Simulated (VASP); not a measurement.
Wanted: the native input for a VASP 6.6.1 run.

| Property | Result |
| --- | --- |
| Task | relaxation of cell and atoms |
| Functional | PBE |
| Potentials or basis | VASP PAW PBE potentials, release 64 (Cu) |
| Cutoff | 600 eV |
| k mesh | 12 × 12 × 12 |
| Occupations | fermi-dirac, width 0.02 eV |
| Spin | no spin polarisation |
| Dipole correction | no |
| Further INCAR settings | ALGO = Normal; EDIFF = 1e-06; IBRION = 2; EDIFFG = -0.03; NSW = 80; ISIF = 3 |

The structure of Cu lies in POSCAR:

```
Cu
1.0
    0.0000000000      1.8075000000      1.8075000000
    1.8075000000      0.0000000000      1.8075000000
    1.8075000000      1.8075000000      0.0000000000
Cu
1
Direct
    0.0000000000      0.0000000000      0.0000000000
```

One way to write it, as run:

INCAR

```
SYSTEM = Cu
PREC = Accurate
ENCUT = 600
EDIFF = 1E-6
ISMEAR = -1
SIGMA = 0.02
LREAL = .False.
LASPH = .True.
NELM = 60
ALGO = Normal
ISIF = 3
LWAVE = .False.
LCHARG = .False.
GGA = PE
IBRION = 2
NSW = 80
EDIFFG = -0.03
```

KPOINTS

```
Automatic mesh
0
Gamma
  12 12 12
  0 0 0
```

Potentials or basis: VASP PAW PBE potentials, release 64 (Cu).

Launch:

```bash
$ cat potpaw_PBE.64/Cu/POTCAR > POTCAR
$ mpirun -np 1 vasp_std > vasp.out
```

Results of the run:

| Item | Value |
| --- | --- |
| Relaxed volume | 12.00 Å³/atom |
| Relaxed cell | a = 2.570 Å, b = 2.570 Å, c = 2.570 Å, α = 60.00°, β = 60.00°, γ = 60.00° |
| Space group after relaxing (to 0.05 Å) | Fm-3m (No. 225) |
| Energy gained by relaxing | 1.3 meV/atom |
| Ionic steps | 3 |
| Pressure after relaxing | -0.1 GPa |

Wall time 19 s on 1 thread of AMD EPYC 7R43 64-Core Processor (Zen 3), with other jobs on the host, peak memory 0.1 GiB.
